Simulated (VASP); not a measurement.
Input of a VASP 6.6.1 run:

The input INCAR:

```
ALGO     = Normal         # electronic algorithm
EDIFF    = 1E-7           # SCF threshold, eV
ENCUT    = 520            # plane-wave cutoff, eV
GGA      = PS             # functional
ISIF     = 2              # what is computed and relaxed
ISMEAR   = 0              # smearing method
LASPH    = True           # aspherical terms in the spheres
LCHARG   = False          # write CHGCAR
LREAL    = False          # projectors in reciprocal space
LWAVE    = False          # write WAVECAR
NBANDS   = 14             # bands
NELM     = 80             # most SCF steps
PREC     = Accurate       # precision mode
SIGMA    = 0.01           # smearing width, eV
```

Contents of KPOINTS:

```
k-points
0
Gamma
  8 8 8
```

File POSCAR:

```
NaF
1.0
    2.2687942266      2.2687942266      0.0000000000
   -2.2687942266      2.2687942266      0.0000000000
    0.0000000000      2.2687942266      2.3362064871
Na F
1 1
Direct
    0.0000000000      0.0000000000      0.0000000000
    0.5000000000      0.5000000000      0.0000000000
```

Potentials or basis: VASP PAW PBE potentials, release 64 (Na_pv, F).

Command:

```console
$ cat potpaw_PBE.64/Na_pv/POTCAR potpaw_PBE.64/F/POTCAR > POTCAR
$ mpirun -np 1 vasp_std > vasp.out
```

(1) Estimate the band gap on the k mesh.

(2) What does it give for the pressure?

Results:

(1) 6.34 eV, direct.

(2) 1.7 GPa.

Caveat: the cell differs from its parent crystal (in-plane strain -0.02, then relaxed in part); the PAW data sets were made with another functional, which shifts forces and pressure a little.
